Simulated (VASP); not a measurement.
# C (C2/m) in VASP: single point with PBE

Aim: the single point of C with PBE.

Everything below comes from runs of VASP 6.6.1. Logs are shortened: lines on timing, memory, paths and dates and some standing lists are left out, and cuts for length are marked.

## (1) The cell of the first run

The structure is monoclinic, space group C2/m (No. 12). Conventional cell: a = 4.368 Å, b = 2.522 Å, c = 2.522 Å, α = 90.00°, β = 125.26°, γ = 90.00°. Within 1.9 Å of C (site symmetry m) lie 4 C at 1.39 to 1.71 Å.

## (2) Single point, PBE (atom 1 (C) moved by (-0.200, +0.000) A along [1 1 0] and z)

File INCAR:

```
SYSTEM = C
PREC     = Accurate       ! precision mode
ENCUT    = 520            ! plane-wave cutoff, eV
EDIFF    = 1E-6           ! SCF threshold, eV
ISMEAR   = 0              ! smearing method
SIGMA    = 0.05           ! smearing width, eV
LREAL    = .False.        ! projectors in reciprocal space
LASPH    = .True.         ! aspherical terms in the spheres
NELM     = 100            ! most SCF steps
ALGO     = Normal         ! electronic algorithm
ISIF     = 2              ! what is computed and relaxed
LWAVE    = .False.        ! write WAVECAR
LCHARG   = .False.        ! write CHGCAR
GGA      = PE             ! functional
NBANDS   = 11             ! bands
```

File KPOINTS:

```
Automatic mesh
0
Gamma
  12 12 12
  0 0 0
```

File POSCAR:

```
C
1.0
    0.0000000000      1.7834000000      1.7834000000
    1.7834000000      0.0000000000      1.7834000000
    1.7834000000      1.7834000000      0.0000000000
C
2
Direct
    0.5000000000      0.5000000000      0.4207012694
    0.7500000000      0.7500000000      0.7500000000
```

Potentials or basis: VASP PAW PBE potentials, release 64 (C).

On the command line:

```console
> cat potpaw_PBE.64/C/POTCAR > POTCAR
> mpirun -np 1 vasp_std > vasp.out
```

OUTCAR:

```text
SYSTEM = C
   PREC = Accurate
   ENCUT = 520
   EDIFF = 1E-6
   ISMEAR = 0
   LREAL = .False.
   LASPH = .True.
   NELM = 100
   ISIF = 2
   GGA = PE

 ion  position               nearest neighbor table
   1  0.500  0.500  0.421-   2 1.39   2 1.56   2 1.56   2 1.71
   2  0.750  0.750  0.750-   1 1.39   1 1.56   1 1.56   1 1.71

  LATTYP: Found a face centered cubic cell.
 ALAT       =     3.5668000000

  Lattice vectors:

 A1 = (   0.0000000000,   1.7834000000,   1.7834000000)
 A2 = (   1.7834000000,   0.0000000000,   1.7834000000)
 A3 = (   1.7834000000,   1.7834000000,   0.0000000000)

Analysis of symmetry for initial positions (statically):
=====================================================================
 Subroutine PRICEL returns:
 Original cell was already a primitive cell.

 Routine SETGRP: Setting up the symmetry group for a
 face centered cubic supercell.

 Subroutine GETGRP returns: Found  4 space group operations
 (whereof  2 operations were pure point group operations)
 out of a pool of 48 trial point group operations.

The static configuration has the point symmetry C_1h.
 The point group associated with its full space group is C_2h.

Analysis of symmetry for dynamics (positions and initial velocities):
=====================================================================
 Subroutine PRICEL returns:
 Original cell was already a primitive cell.

 Routine SETGRP: Setting up the symmetry group for a
 face centered cubic supercell.

 Subroutine GETGRP returns: Found  4 space group operations
 (whereof  2 operations were pure point group operations)
 out of a pool of 48 trial point group operations.

The dynamic configuration has the point symmetry C_1h.
 The point group associated with its full space group is C_2h.

 Subroutine INISYM returns: Found  4 space group operations
 (whereof  2 operations are pure point group operations),
 and found     1 'primitive' translations

----------------------------------------------------------------------------------------

                                     Primitive cell

  volume of cell :      11.3443

  direct lattice vectors                    reciprocal lattice vectors
     0.000000000  1.783400000  1.783400000    -0.280363351  0.280363351  0.280363351
     1.783400000  0.000000000  1.783400000     0.280363351 -0.280363351  0.280363351
     1.783400000  1.783400000  0.000000000     0.280363351  0.280363351 -0.280363351

  length of vectors
     2.522108467  2.522108467  2.522108467     0.485603568  0.485603568  0.485603568

  position of ions in fractional coordinates (direct lattice)
     0.500000000  0.500000000  0.420701269
     0.750000000  0.750000000  0.750000000

  ion indices of the primitive-cell ions
   primitive index   ion index
                 1           1
                 2           2

----------------------------------------------------------------------------------------

 KPOINTS: Automatic mesh

Automatic generation of k-mesh.
 Grid dimensions read from file:
 generate k-points for:   12   12   12

 Generating k-lattice:

  Cartesian coordinates                     Fractional coordinates (reciprocal lattice)
    -0.023363613  0.023363613  0.023363613     0.083333333  0.000000000  0.000000000
     0.023363613 -0.023363613  0.023363613     0.000000000  0.083333333  0.000000000
     0.023363613  0.023363613 -0.023363613     0.000000000  0.000000000  0.083333333

  Length of vectors
     0.040466964  0.040466964  0.040466964

  Shift w.r.t. Gamma in fractional coordinates (k-lattice)
     0.000000000  0.000000000  0.000000000

 Subroutine IBZKPT returns following result:
 ===========================================

 Found    476 irreducible k-points:

 Following reciprocal coordinates:
            Coordinates               Weight
  0.000000  0.000000  0.000000      1.000000
  0.083333  0.000000  0.000000      4.000000
  0.000000  0.000000  0.083333      2.000000
  0.083333  0.083333  0.083333      2.000000
  0.166667  0.000000  0.000000      4.000000
  0.000000  0.000000  0.166667      2.000000
[... 16 lines left out ...]
  0.000000  0.166667  0.083333      4.000000
  0.083333  0.000000  0.166667      4.000000
 [... further k-points ...]
   k-points           NKPTS =    476   k-points in BZ     NKDIM =    476   number of bands    NBANDS=     11
   number of dos      NEDOS =    301   number of ions     NIONS =      2
   total plane-waves  NPLWV =   8000
   dimension x,y,z NGX =    20 NGY =   20 NGZ =   20
   dimension x,y,z NGXF=    40 NGYF=   40 NGZF=   40
   ions per type =               2
   NGX,Y,Z   is equivalent  to a cutoff of  13.18, 13.18, 13.18 a.u.
   NGXF,Y,Z  is equivalent  to a cutoff of  26.37, 26.37, 26.37 a.u.
 SYSTEM =  C
   PREC   = accura    normal or accurate (medium, high low for compatibility)
   ISTART =      0    job   : 0-new  1-cont  2-samecut
   ICHARG =      2    charge: 1-file 2-atom 10-const
   ISPIN  =      1    spin polarized calculation?
   LNONCOLLINEAR =      F non collinear calculations
   LSORBIT =      F    spin-orbit coupling
   LASPH  =      T    aspherical Exc in radial PAW
   ENCUT  =  520.0 eV  38.22 Ry    6.18 a.u.   4.69  4.69  4.69*2*pi/ulx,y,z
   NELM   =    100;   NELMIN=  2; NELMDL= -5     # of ELM steps
   EDIFF  = 0.1E-05   stopping-criterion for ELM
   LREAL  =      F    real-space projection
   EDIFFG = 0.1E-04   stopping-criterion for IOM
   NSW    =      0    number of steps for IOM
   IBRION =     -1    ionic relax: 0-MD 1-quasi-New 2-CG
   NFREE  =      0    steps in history (QN), initial steepest desc. (CG)
   ISIF   =      2    stress and relaxation
   ISYM   =      2    0-nonsym 1-usesym 2-fastsym
   POTIM  = 0.5000    time-step for ionic-motion
   TEBEG  =    0.0;   TEEND  =   0.0 temperature during run
   PSTRESS=    0.0 pullay stress
   NELECT =       8.0000    total number of electrons
   NUPDOWN=      -1.0000    fix difference up-down
   EMIN   =  10.00;   EMAX   =-10.00  energy-range for DOS
   EFERMI =   0.00;   METHOD = LEGACY
   ISMEAR =     0;   SIGMA  =   0.05  broadening in eV -4-tet -1-fermi 0-gaus
   EFERMI_NEDOS =   21; number of points for ismear=-14 and -15
   IALGO  =     38    algorithm
   IMIX   =      4    mixing-type and parameters
     AMIX     =   0.40;   BMIX     =  1.00
     AMIX_MAG =   1.60;   BMIX_MAG =  1.00
  volume/ion in A,a.u.               =       5.67        38.28
  Fermi-wavevector in a.u.,A,eV,Ry     =   1.457178  2.753668 28.890189  2.123369
  Thomas-Fermi vector in A             =   2.574010
   LORBIT       =      0    0 simple, 1 ext, 2 COOP (PROOUT), +10 PAW based schemes
   GGA     = PE    functional components
   LHFCALC =     F    Hartree Fock is set to
   AEXX    =    0.0000 exact exchange contribution
   IVDW    =     0    specifies the selected vdW correction
   LEPSILON=     F    determine dielectric tensor
   LRPA    =     F    only Hartree local field effects (RPA)
 non-spin polarized calculation
 Gauss-broadening in eV      SIGMA  =   0.05
  energy-cutoff  :      520.00
  volume of cell :       11.34
 maximum number of plane-waves:       316
   NGX =  9   NGY =  9   NGZ =  9

 number of electron       7.9999999 magnetization

 Free energy of the ion-electron system (eV)
  ---------------------------------------------------
  ext. energy  EPLUGINS =         0.00000000
  ---------------------------------------------------
  free energy    TOTEN  =       -17.45453533 eV

  energy without entropy =      -17.45451607  energy(sigma->0) =      -17.45452570

 E-fermi :  12.8316     XC(G=0): -13.2574

 val. band max:       12.7952730375   @ k =   0.0000   0.0000   0.0000
 cond. band min:      12.8679921315   @ k =   0.0000   0.0000   0.0000
 fundamental gap:      0.0727190941
 Fermi energy:        12.8316230254

 k-point     1 :       0.0000    0.0000    0.0000
  band No.  band energies     occupation
      1     -11.8262      2.00000
      2       6.8121      2.00000
      3      10.0267      2.00000
      4      12.7953      1.69611
      5      12.8680      0.30363
      6      14.7451      0.00000
      7      18.1092      0.00000
      8      22.9237      0.00000
      9      28.6679      0.00000
     10      35.3533      0.00000
     11      36.2170      0.00000

 k-point     2 :       0.0833    0.0000    0.0000
  band No.  band energies     occupation
      1     -11.6354      2.00000
      2       6.4486      2.00000
      3       9.0244      2.00000
      4      11.9006      2.00000
      5      13.4566      0.00000
      6      15.5070      0.00000
      7      18.7216      0.00000
      8      23.0683      0.00000
      9      28.8876      0.00000
     10      33.8374      0.00000
     11      34.4878      0.00000

 k-point     3 :       0.0000    0.0000    0.0833
  band No.  band energies     occupation
      1     -11.6368      2.00000
      2       6.1030      2.00000
      3       9.5049      2.00000
      4      11.5107      2.00000
      5      14.1298      0.00000
      6      15.4886      0.00000
      7      18.3348      0.00000
      8      23.1701      0.00000
      9      28.8880      0.00000
     10      33.4014      0.00000
     11      33.8589      0.00000
[... 267 lines left out ...]
 k-point    23 :       0.0000    0.1667    0.0833
  band No.  band energies     occupation
      1     -11.1269      2.00000
      2       5.7086      2.00000
      3       7.6670      2.00000
      4       9.7911      2.00000
      5      14.3416      0.00000
      6      16.7658      0.00000
      7      19.9702      0.00000
      8      23.0581      0.00000
      9      28.9767      0.00000
     10      31.6313      0.00000
     11      35.2600      0.00000

 k-point    24 :       0.0833    0.0000    0.1667
  band No.  band energies     occupation
      1     -11.1304      2.00000
      2       4.9421      2.00000
      3       8.4293      2.00000
      4       9.8696      2.00000
      5      14.7666      0.00000
      6      17.0921      0.00000
      7      19.2119      0.00000
      8      23.3354      0.00000
      9      28.8865      0.00000
     10      31.2791      0.00000
     11      34.2038      0.00000

 [... further k-points ...]

------------------------ aborting loop because EDIFF is reached ----------------------------------------

  FORCE on cell =-STRESS in cart. coord.  units (eV):
  Direction    XX          YY          ZZ          XY          YZ          ZX
  --------------------------------------------------------------------------------------
  -------------------------------------------------------------------------------------
  Total        1.0518872      1.0518872      1.4063629      1.0059409     -0.4446220     -0.4446219
  in kB      148.5605336    148.5605336    198.6239879    142.0714279    -62.7950232    -62.7950191
  external PRESSURE =     165.2483517 kB  Pullay stress =       0.0000000 kB

 VOLUME and BASIS-vectors are now :
 -----------------------------------------------------------------------------
  energy-cutoff  :      520.00
  volume of cell :       11.34
      direct lattice vectors                 reciprocal lattice vectors
     0.000000000  1.783400000  1.783400000    -0.280363351  0.280363351  0.280363351
     1.783400000  0.000000000  1.783400000     0.280363351 -0.280363351  0.280363351
     1.783400000  1.783400000  0.000000000     0.280363351  0.280363351 -0.280363351

 POSITION                                       TOTAL-FORCE (eV/Angst)
 -----------------------------------------------------------------------------------
      1.64198      1.64198      1.78340         5.034331      5.034331     -2.454200
      2.67510      2.67510      2.67510        -5.034331     -5.034331      2.454200
 -----------------------------------------------------------------------------------
    total drift:                                0.000003      0.000003     -0.000001

  FREE ENERGIE OF THE ION-ELECTRON SYSTEM (eV)
  ---------------------------------------------------
  free  energy   TOTEN  =       -17.4545353327 eV

  energy  without entropy=      -17.4545160707  energy(sigma->0) =      -17.45452570
```

It used 31 s of CPU time on 1 thread of Intel Xeon 6975P-C (shared host).

What came out:

| Item | Value |
| --- | --- |
| Free energy | -17.4545 eV |
| Pressure | 16.5 GPa |
| Largest force | 7.531 eV/Å |
| Band gap on the k mesh | 0.07 eV, direct |

Forces in eV/Å, atoms in the order of the input:
```
C    5.034  5.034 -2.454
C   -5.034 -5.034  2.454
```

Levels at points of the mesh, in eV from the valence-band top:
```tsv
k point	band 2	band 3	band 4	band 5	band 6	band 7
(0.00, 0.00, 0.00)	-5.98	-2.77	0.00	0.07	1.95	5.31
(0.50, 0.00, 0.00)	-16.42	-7.60	-3.71	1.86	5.20	9.36
(0.00, 0.00, 0.50)	-17.75	-6.54	-4.68	3.81	6.41	7.89
(0.50, 0.50, 0.50)	-15.55	-7.52	-4.91	2.80	5.04	7.44
(0.50, 0.50, 0.00)	-15.76	-9.40	-8.74	0.24	1.73	13.73
(0.00, 0.50, 0.50)	-15.41	-9.96	-8.73	0.69	1.95	13.19
```

Caveat: the cell differs from its parent crystal (atom 1 (C) moved by (-0.200, +0.000) A along [1 1 0] and z); forces of over 1 eV/Å act on the atoms, so gaps and moduli don't describe the material at rest. A k mesh can miss the band edges.
